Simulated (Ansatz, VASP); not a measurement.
# One calculation of Ni, two programs

INCAR

```
SYSTEM = Ni
ALGO     = Normal         ! electronic algorithm
EDIFF    = 1E-7           ! SCF threshold, eV
ENCUT    = 520            ! plane-wave cutoff, eV
GGA      = RP             ! functional
ISIF     = 2              ! what is computed and relaxed
ISMEAR   = -1             ! smearing method
ISPIN    = 2              ! spin polarisation
LASPH    = .TRUE.         ! aspherical terms in the spheres
LCHARG   = .TRUE.         ! write CHGCAR
LELF     = .TRUE.         ! ELF
LMAXMIX  = 4              ! l up to which the mixer works
LORBIT   = 11             ! projections on sites
LREAL    = .FALSE.        ! projectors in reciprocal space
LVHAR    = .TRUE.       
LWAVE    = .FALSE.        ! write WAVECAR
MAGMOM   = 0.71 0.71      ! initial moments
NBANDS   = 21             ! bands
NELM     = 150            ! most SCF steps
PREC     = Accurate       ! precision mode
SIGMA    = 0.05           ! smearing width, eV
```

The input KPOINTS:

```
k-points
0
G
  16 16 9
  0 0 0
```

The input POSCAR:

```
Ni
1.0
    2.5789675221      0.0000000000      0.0000000000
   -1.2894837611      2.2334513897      0.0000000000
    0.0000000000      0.0000000000      4.2230105798
Ni
2
Direct
    0.3333333333      0.6666666667      0.2500000000
    0.6666666667      0.3333333333      0.7500000000
```

Input for Ansatz:

```yaml
crystal:
  lattice:
    - [2.5789675221, 0.0, 0.0]
    - [-1.2894837611, 2.2334513897, 0.0]
    - [0.0, 0.0, 4.2230105798]
  atoms:
    - { symbol: Ni, position: [0.3333333333, 0.6666666667, 0.25], spin: 0.71 }
    - { symbol: Ni, position: [0.6666666667, 0.3333333333, 0.75], spin: 0.71 }
hamiltonian:
  xc: rpbe
  pseudopotentials:
    kind: paw
    azcp:
      Ni: "pseudopotentials/Ni.paw.azcp"
basis:
  ecutwfc: 420
  fft_grid_basis: typed
kpoints:
  mp_grid: { grid: [16, 16, 9], shift: [0, 0, 0] }
magnetization:
  spin_polarized: true
scf:
  occupations: { method: fermi_dirac, width: 0.05 }
  lower_state_search: "off"
output:
  stress: true
```

Alike in both runs: task single point; functional RPBE; k mesh 16 × 16 × 9; occupations fermi-dirac, width 0.05 eV; collinear spin.

|  | VASP | Ansatz |
| --- | --- | --- |
| version | VASP 6.6.1 | Ansatz 0.2.0 |
| potentials or method | VASP PAW PBE potentials, release 64 (Ni), cutoff 520 eV | plane waves (420 eV) with PAW, scalar-relativistic |
| valence electrons in the cell | 20 | 36 |

```csv
,VASP,Ansatz,Ansatz less VASP
pressure (GPa),-11.0,-11.3,-0.35
"traceless stress, the component that is largest in VASP (GPa)",0.13,0.09,-0.039
net moment per atom (μB),0.69,0.71,+0.021
size of the moment on the site where the two differ most (μB),0.71,0.76,+0.043
```

VASP's potentials were made for PBE, not for RPBE. Site moments also hang on the region over which each program counts them. VASP's potentials hold 20 valence electrons a cell and Ansatz's 36, so a difference there can come from the potentials and not from the codes.
